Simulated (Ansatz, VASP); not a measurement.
## AlCo in VASP and in Ansatz

```xyz
2
Lattice="3.0450 0.0000 0.0000 0.0000 3.0450 0.0000 0.0000 0.0000 3.0450" Properties=species:S:1:pos:R:3 pbc="T T T"
Al    0.0000    0.0000    0.0000
Co    1.5225    1.5225    1.5225
```

Change from the starting cell: strain +0.080 along x and y, +0.080 along z, atoms carried along.

Alike in both runs: task single point; functional PBE; k mesh 16 × 16 × 16; occupations gaussian, width 0.15 eV; collinear spin.

```csv
,VASP,Ansatz
version,VASP 6.6.1,Ansatz 0.2.0
potentials or method,"VASP PAW PBE potentials, release 64 (Al, Co), cutoff 520 eV","scalar-relativistic, plane waves, PAW"
valence electrons in the cell,12,20
```

Ansatz gave:

```
gap on the k mesh at the Fermi level (eV)                     : none
pressure (GPa)                                                : -22.8
net moment per atom (μB)                                      : 0.07
size of the moment on the site where the two differ most (μB) : 0.18
```

Task: Which values does VASP return?

Result: gap on the k mesh at the Fermi level (eV): none; pressure (GPa): -22.9; net moment per atom (μB): 0.00; size of the moment on the site where the two differ most (μB): 0.00.

Site moments also hang on the region over which each program counts them. A gap of «none» marks a metal or a gap that the smearing closes. VASP's potentials hold 12 valence electrons a cell and Ansatz's 20, so a difference there can come from the potentials and not from the codes.
